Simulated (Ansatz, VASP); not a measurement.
## Two plane-wave programs on MoS2

Contents of INCAR:

```
SYSTEM = MoS2
  PREC = Accurate
  ENCUT = 520
  EDIFF = 1E-6
  ISMEAR = 0
  SIGMA = 0.05
  LREAL = .FALSE.
  LASPH = .TRUE.
  NELM = 60
  ALGO = Normal
  ISIF = 2
  LWAVE = .FALSE.
  LCHARG = .TRUE.
  GGA = PE
  IVDW = 12
  LELF = .TRUE.
  LVHAR = .TRUE.
  NBANDS = 35
```

KPOINTS

```
Automatic mesh
0
G
  12 12 4
  0 0 0
```

The input POSCAR:

```
MoS2
1.0
    3.0864000000      0.0000000000      0.0000000000
   -1.5432000000      2.6729008062      0.0000000000
    0.0000000000      0.0000000000     11.6603000000
Mo S
2 4
Direct
    0.6666666667      0.3333333333      0.2501439769
    0.3333333333      0.6666666667      0.7498560231
    0.3333333333      0.6666666667      0.3795985159
    0.6666666667      0.3333333333      0.8793132861
    0.3333333333      0.6666666667      0.1206867139
    0.6666666667      0.3333333333      0.6204014841
```

Input for Ansatz:

```yaml
crystal:
  lattice:
    - [3.0864, 0.0, 0.0]
    - [-1.5432, 2.6729008062, 0.0]
    - [0.0, 0.0, 11.6603]
  atoms:
    - { symbol: Mo, position: [0.6666666667, 0.3333333333, 0.2501439769] }
    - { symbol: Mo, position: [0.3333333333, 0.6666666667, 0.7498560231] }
    - { symbol: S, position: [0.3333333333, 0.6666666667, 0.3795985159] }
    - { symbol: S, position: [0.6666666667, 0.3333333333, 0.8793132861] }
    - { symbol: S, position: [0.3333333333, 0.6666666667, 0.1206867139] }
    - { symbol: S, position: [0.6666666667, 0.3333333333, 0.6204014841] }
basis:
  ecutwfc: 420
kpoints:
  mp_grid: { grid: [12, 12, 4] }
hamiltonian:
  xc: pbe
  pseudopotentials: { kind: paw, azcp: { folder: soft_1 } }
  dispersion: d3bj
scf:
  occupations: { method: gaussian, width: 0.05 }
output:
  forces: true
  stress: true
  eigenvalues: true
```

Alike in both runs: task single point; functional PBE; dispersion D3(BJ); k mesh 12 × 12 × 4; occupations gaussian, width 0.05 eV; no spin polarisation.

|  | VASP | Ansatz |
| --- | --- | --- |
| version | VASP 6.6.1 | Ansatz 0.2.0 |
| potentials or method | VASP PAW PBE potentials, release 64 (Mo_sv, S), cutoff 520 eV | scalar-relativistic, plane waves, PAW |
| valence electrons in the cell | 52 | 52 |

Ansatz gave:

```
gap on the k mesh at the Fermi level (eV)                     : 0.62
least direct gap on the mesh (eV)                             : 1.78
pressure (GPa)                                                : 14.4
traceless stress, the component that is largest in VASP (GPa) : 3.39
rms of the force components (eV/Å)                            : 0.755
```

Problem. Which values does VASP return?

Solution. gap on the k mesh at the Fermi level (eV): 0.64; least direct gap on the mesh (eV): 1.79; pressure (GPa): 14.2; traceless stress, the component that is largest in VASP (GPa): 3.33; rms of the force components (eV/Å): 0.744.

Atom by atom the forces differ by 0.011 eV/Å (rms over components).
